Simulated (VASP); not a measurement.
GaP: single point with r2SCAN

The system is GaP.

```
Ga P
1.0
     0.00000    2.68842    2.68842
     2.68842    0.00000    2.68842
     2.68842    2.68842    0.00000
Ga P
1 1
Direct
  0.00000 0.00000 0.00000
  0.25000 0.25000 0.25000
```

```yaml
Program: VASP 6.6.1
Task: single point
Functional: r2SCAN
Potentials_or_basis: VASP PAW PBE potentials, release 64 (Ga_d, P)
Cutoff: 520 eV
k_mesh: 6 × 6 × 6
Occupations: gaussian, width 0.01 eV
Spin: no spin polarisation
```

The pressure is 4.0 GPa and the band gap on the k mesh is 1.82 eV, indirect (least direct gap 2.71 eV).

Levels at points of the mesh, in eV from the valence-band top:
```
           k point  band 7  band 8  band 9  band 10  band 11  band 12
(0.00, 0.00, 0.00)    0.00    0.00    0.00     2.71     4.17     4.17
(0.50, 0.00, 0.00)   -7.10   -1.23   -1.23     2.17     5.04     5.04
(0.50, 0.50, 0.00)   -7.17   -2.95   -2.95     1.82     2.06    11.67
```

Run time: 33 s on 1 thread of Intel(R) Xeon(R) Platinum 8375C CPU @ 2.90GHz (Ice Lake) (shared host), peak memory 0.17 GiB.

Caveat: the PAW data sets were made with another functional, which shifts forces and pressure a little. A k mesh can miss the band edges.
